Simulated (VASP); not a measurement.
## AlFe: single point with PBEsol

Crystal: AlFe.

```
CELL_PARAMETERS angstrom
2.90081 0.00000 0.00000
0.00000 2.90081 0.00000
0.00000 0.00000 2.90081
ATOMIC_POSITIONS crystal
Al 0.00000 0.00000 0.00000
Fe 0.50000 0.50000 0.50000
```

```json
{
  "Program": "VASP 6.6.1",
  "Task": "single point",
  "Functional": "PBEsol",
  "Potentials or basis": "VASP PAW PBE potentials, release 64 (Al, Fe)",
  "Cutoff": "520 eV",
  "k mesh": "14 × 14 × 14",
  "Occupations": "gaussian, width 0.1 eV",
  "Spin": "collinear spin, ferromagnetic start",
  "Starting moments": "[0.0, 0.75] μB"
}
```

```
Pressure                                              : -9.6 GPa
Net moment                                            : 0.69 μB per cell
Site moments                                          : Al -0.02; Fe +0.73 μB
Valence electrons inside the program's atomic spheres : Al 0.82; Fe 7.37
```

Levels at points of the mesh, in eV from the Fermi level:
Spin up:
```
           k point  band 4  band 5  band 6  band 7  band 8  band 9
(0.00, 0.00, 0.00)   -0.37   -0.37   -0.37    6.18    6.18    6.18
(0.50, 0.00, 0.00)   -1.29   -1.29   -0.26    0.80    8.66   10.83
(0.50, 0.50, 0.00)   -2.10   -1.06   -1.06    0.37    3.07    3.87
(0.50, 0.50, 0.50)    0.41    0.41    2.90    2.90    2.90    4.02
```
Spin down:
| k point | band 2 | band 3 | band 4 | band 5 | band 6 | band 7 | band 8 | band 9 |
| --- | --- | --- | --- | --- | --- | --- | --- | --- |
| (0.00, 0.00, 0.00) | -2.07 | -2.07 | 0.43 | 0.43 | 0.43 | 6.21 | 6.21 | 6.21 |
| (0.50, 0.00, 0.00) | -5.86 | -1.42 | -0.59 | -0.59 | 0.56 | 1.32 | 8.57 | 10.91 |
| (0.50, 0.50, 0.00) | -2.19 | -2.10 | -2.10 | -0.33 | -0.33 | 0.94 | 3.42 | 4.40 |
| (0.50, 0.50, 0.50) | -3.12 | -3.12 | 0.98 | 0.98 | 2.96 | 2.96 | 2.96 | 3.96 |

Run time: 31 s on 1 thread of Intel(R) Xeon(R) 6975P-C (Granite Rapids) (shared host), peak memory 0.2 GiB.

Caveat: the cell stands under tension; the PAW data sets were made with another functional, which shifts forces and pressure a little.
